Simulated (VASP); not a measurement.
# FeO (Fm-3m) in VASP: a series of runs, part 2 of 2

VASP 6.6.1.

### Step 3. Single point, PBE, collinear spin, ferromagnetic start

File INCAR:

```
SYSTEM = FeO
PREC = Accurate
ENCUT = 520
EDIFF = 1E-7
ISMEAR = 0
SIGMA = 0.024
LREAL = .FALSE.
LASPH = .TRUE.
NELM = 150
ALGO = Normal
ISIF = 2
LWAVE = .FALSE.
LCHARG = .TRUE.
ISPIN = 2
MAGMOM = 3 0
LORBIT = 11
LMAXMIX = 4
GGA = PE
LELF = .TRUE.
LVHAR = .TRUE.
NBANDS = 18
```

File KPOINTS:

```
Automatic mesh
0
G
  11 11 11
  0 0 0
```

File POSCAR:

```
FeO
1.0
    0.0000000000      2.1554000000      2.1554000000
    2.1554000000      0.0000000000      2.1554000000
    2.1554000000      2.1554000000      0.0000000000
Fe O
1 1
Direct
    0.0000000000      0.0000000000      0.0000000000
    0.5000000000      0.5000000000      0.5000000000
```

Potentials or basis: VASP PAW PBE potentials, release 64 (Fe, O).

Run with:

```sh
> cat potpaw_PBE.64/Fe/POTCAR potpaw_PBE.64/O/POTCAR > POTCAR
> mpirun -np 1 vasp_std > vasp.out
```

OUTCAR:

```text
SYSTEM = FeO
   PREC = Accurate
   ENCUT = 520
   EDIFF = 1E-7
   ISMEAR = 0
   LREAL = .FALSE.
   LASPH = .TRUE.
   NELM = 150
   ISIF = 2
   ISPIN = 2
   LORBIT = 11
   GGA = PE

 ion  position               nearest neighbor table
   1  0.000  0.000  0.000-   2 2.16   2 2.16   2 2.16   2 2.16   2 2.16   2 2.16
   2  0.500  0.500  0.500-   1 2.16   1 2.16   1 2.16   1 2.16   1 2.16   1 2.16

  LATTYP: Found a face centered cubic cell.
 ALAT       =     4.3108000000

  Lattice vectors:

 A1 = (   0.0000000000,   2.1554000000,   2.1554000000)
 A2 = (   2.1554000000,   0.0000000000,   2.1554000000)
 A3 = (   2.1554000000,   2.1554000000,   0.0000000000)

Analysis of symmetry for initial positions (statically):
=====================================================================
 Subroutine PRICEL returns:
 Original cell was already a primitive cell.

 Routine SETGRP: Setting up the symmetry group for a
 face centered cubic supercell.

 Subroutine GETGRP returns: Found 48 space group operations
 (whereof 48 operations were pure point group operations)
 out of a pool of 48 trial point group operations.

[... 695 lines left out ...]
      1     -13.9875      1.00000
      2       2.9634      1.00000
      3       2.9634      1.00000
      4       2.9634      1.00000
      5       5.4656      1.00000
      6       5.4658      1.00000
[... 493 lines left out ...]
     17      33.4969      0.00000
     18      35.2271      0.00000

 [... further k-points ...]
[... 5 lines left out ...]
  --------------------------------------------------------------------------------------
  -------------------------------------------------------------------------------------
  Total       -0.0191226     -0.0191226     -0.0191226     -0.0000000      0.0000000      0.0000000
  in kB       -1.5298304     -1.5298304     -1.5298304     -0.0000000      0.0000000      0.0000000
  external PRESSURE =      -1.5298304 kB  Pullay stress =       0.0000000 kB

 VOLUME and BASIS-vectors are now :
 -----------------------------------------------------------------------------
  energy-cutoff  :      520.00
  volume of cell :       20.03
      direct lattice vectors                 reciprocal lattice vectors
     0.000000000  2.155400000  2.155400000    -0.231975503  0.231975503  0.231975503
     2.155400000  0.000000000  2.155400000     0.231975503 -0.231975503  0.231975503
     2.155400000  2.155400000  0.000000000     0.231975503  0.231975503 -0.231975503

 POSITION                                       TOTAL-FORCE (eV/Angst)
 -----------------------------------------------------------------------------------
      0.00000      0.00000      0.00000        -0.000000      0.000000      0.000000
      2.15540      2.15540      2.15540         0.000000     -0.000000     -0.000000
 -----------------------------------------------------------------------------------
    total drift:                                0.000000     -0.000000      0.000000

  FREE ENERGIE OF THE ION-ELECTRON SYSTEM (eV)
  ---------------------------------------------------
  free  energy   TOTEN  =       -14.9298293016 eV

  energy  without entropy=      -14.9292286263  energy(sigma->0) =      -14.92952896

 total charge

# of ion       s       p       d       tot
------------------------------------------
    1        0.287   0.358   6.086   6.731
    2        1.556   3.438   0.000   4.994
--------------------------------------------------
tot          1.844   3.796   6.086  11.725

 magnetization (x)

# of ion       s       p       d       tot
------------------------------------------
    1        0.027   0.021   3.571   3.619
    2        0.030   0.272   0.000   0.301
--------------------------------------------------
tot          0.057   0.293   3.571   3.920
```

Wall time 90 s (1 thread of Intel Xeon 8259CL, shared host); peak memory 0.17 GiB.

What came out:

| Property | Result |
| --- | --- |
| Free energy | -14.9298 eV |
| Pressure | -0.2 GPa |
| Band gap on the k mesh | zero (filled and empty bands overlap) |
| Net moment | 4.00 μB per cell |
| Site moments | Fe +3.62; O +0.30 μB |
| Valence electrons inside the program's atomic spheres | Fe 6.73; O 4.99 |

Levels at points of the mesh, in eV from the Fermi level:
Spin up:
| k point | band 5 | band 6 | band 7 | band 8 | band 9 | band 10 | band 11 | band 12 | band 13 | band 14 |
| --- | --- | --- | --- | --- | --- | --- | --- | --- | --- | --- |
| (0.00, 0.00, 0.00) | -3.80 | -3.80 | -3.80 | -3.68 | -3.68 | 0.09 | 15.47 | 17.03 | 17.03 | 17.03 |
Spin down:
| k point | band 1 | band 2 | band 3 | band 4 | band 5 | band 6 | band 7 | band 8 | band 9 | band 10 |
| --- | --- | --- | --- | --- | --- | --- | --- | --- | --- | --- |
| (0.00, 0.00, 0.00) | -20.19 | -3.24 | -3.24 | -3.24 | -0.74 | -0.74 | -0.74 | 0.19 | 0.19 | 0.89 |

Caveat: a cell with one magnetic atom can't hold antiferromagnetic order, which such compounds often take; semilocal functionals often make such compounds metallic where correlation or magnetic order opens a gap, which also shifts bond lengths.

### Step 4. Comparison with measurements

Step 2. Against the measured gap of FeO, 2.4 eV (optical; quoted in “W\"ustite: Electric, thermodynamic and optical properties of FeO”, 2012, arxiv:1203.1201), the calculated 0.00 eV is off by -2.40 eV. So large a miss can be the level of theory's own, or it may mean another phase, state or a wrong row. The value is that of PBE on a finite k mesh, which can miss the band edges, without temperature or zero-point motion. Semilocal functionals fall short of measured gaps as a rule. The run's magnetic order (collinear spin, ferromagnetic start) needn't be the measured crystal's.

Step 3. A measured gap of FeO is 2.4 eV (optical; quoted in “W\"ustite: Electric, thermodynamic and optical properties of FeO”, 2012, arxiv:1203.1201); the calculated 0.00 eV misses it by -2.40 eV. So large a miss can be the level of theory's own, or it may mean another phase, state or a wrong row. The value is that of PBE on a finite k mesh, which can miss the band edges, without temperature or zero-point motion. Semilocal functionals fall short of measured gaps as a rule. The run's magnetic order (collinear spin, ferromagnetic start) needn't be the measured crystal's.
